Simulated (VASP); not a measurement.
Pt: single point with PBE

The system is Pt.

```
CELL_PARAMETERS angstrom
0.00000 1.79395 2.33213
1.79395 0.00000 2.33213
1.79395 1.79395 0.00000
ATOMIC_POSITIONS crystal
Pt 0.00000 0.00000 0.00000
```

This cell differs from its parent crystal: ratio of the length along z to the lengths across it x 1.3, volume and fractional coordinates fixed.

```json
{
 "Program": "VASP 6.6.1",
 "Task": "single point",
 "Functional": "PBE",
 "Potentials or basis": "VASP PAW PBE potentials, release 64 (Pt)",
 "Cutoff": "520 eV",
 "k mesh": "24 × 24 × 24",
 "Occupations": "fermi-dirac, width 0.02 eV",
 "Spin": "no spin polarisation"
}
```

```
Pressure               : 23.3 GPa
Band gap on the k mesh : zero (bands 5 and 6 overlap by 4.17 eV)
```

Stress tensor (GPa, compression positive):
```
39.06  0.00  0.00
 0.00 39.06  0.00
 0.00  0.00 -8.15
```

Levels at points of the mesh, in eV from the Fermi level:
```
           k point  band 2  band 3  band 4  band 5  band 6  band 7  band 8  band 9
(0.00, 0.00, 0.00)   -5.75   -3.73   -2.20   -2.20    0.17   15.77   15.84   21.87
(0.50, 0.00, 0.00)   -5.12   -2.41   -0.18   -0.14    0.34    6.73   12.52   19.28
(0.50, 0.50, 0.00)   -6.87   -0.78    0.44    0.44    0.64    4.98   15.02   15.02
(0.50, 0.00, 0.50)   -6.09   -1.13   -0.47    2.29    3.89   10.00   11.29   11.93
```

It took 78 s on 1 thread of Intel(R) Xeon(R) Platinum 8488C (Sapphire Rapids), with other jobs on the host, peak memory 0.28 GiB.

Caveat: the cell stands under pressure; spin-orbit coupling is left out, which moves the levels of the heavy elements.
